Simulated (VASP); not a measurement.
# Mg2Be: relaxation of cell and atoms with PBE

The system is Mg2Be.

```xyz
3
Lattice="4.6341 0.0000 0.0000 -2.3171 4.0133 0.0000 0.0000 0.0000 2.8407" Properties=species:S:1:pos:R:3 pbc="T T T"
Mg    0.0000    2.6755    1.4204
Mg    2.3171    1.3378    1.4204
Be    0.0000    0.0000    0.0000
```

* Program: VASP 6.6.1
* Task: relaxation of cell and atoms
* Functional: PBE
* Potentials or basis: VASP PAW PBE potentials, release 64 (Mg, Be)
* Cutoff: 600 eV
* k mesh: 12 × 12 × 16
* Occupations: gaussian, width 0.1 eV
* Spin: no spin polarisation
* Dipole correction: no
* Further INCAR settings: ALGO = Fast; EDIFF = 1e-06; IBRION = 2; EDIFFG = -0.01; NSW = 100; ISIF = 3

```json
{
  "Relaxed volume": "17.65 Å³/atom",
  "Relaxed cell": "a = 4.705 Å, b = 4.705 Å, c = 2.762 Å, α = 90.00°, β = 90.00°, γ = 120.00°",
  "Space group after relaxing (to 0.1 Å)": "P6/mmm (No. 191)",
  "Energy gained by relaxing": "6.6 meV/atom",
  "Ionic steps": "5",
  "Pressure after relaxing": "0.0 GPa",
  "Band gap on the k mesh": "zero (bands 3 and 4 overlap by 4.01 eV)"
}
```

Step by step:
```csv
step,energy change (eV),largest force (eV/Å),pressure (GPa),volume (Å³)
1,0.0000,0.0000,0.14,52.83
2,-0.0145,0.0000,-0.01,52.94
3,-0.0197,0.0000,-0.08,53.04
4,-0.0198,0.0000,-0.09,53.04
5,-0.0198,0.0000,-0.01,52.95
```

Final structure:
```
Mg Be
1.0
     4.70523    0.00000    0.00000
    -2.35262    4.07485    0.00000
     0.00000    0.00000    2.76192
Mg Be
2 1
Direct
  0.33333 0.66667 0.50000
  0.66667 0.33333 0.50000
  0.00000 0.00000 0.00000
```

Levels at points of the mesh, in eV from the Fermi level:
```csv
k point,band 1,band 2,band 3,band 4,band 5,band 6,band 7
"(0.00, 0.00, 0.00)",-7.94,-0.59,-0.59,0.45,0.45,1.22,2.16
"(0.50, 0.00, 0.00)",-5.83,-5.79,-2.18,-0.99,5.30,5.88,7.22
"(0.00, 0.00, 0.50)",-3.41,-3.37,3.02,3.02,4.35,4.76,4.76
"(0.50, 0.00, 0.50)",-1.98,-1.68,-1.24,-0.23,1.66,3.08,3.18
```

Wall time 55 s on 1 thread of Intel(R) Xeon(R) 6975P-C (Granite Rapids) (shared host), peak memory 0.27 GiB.
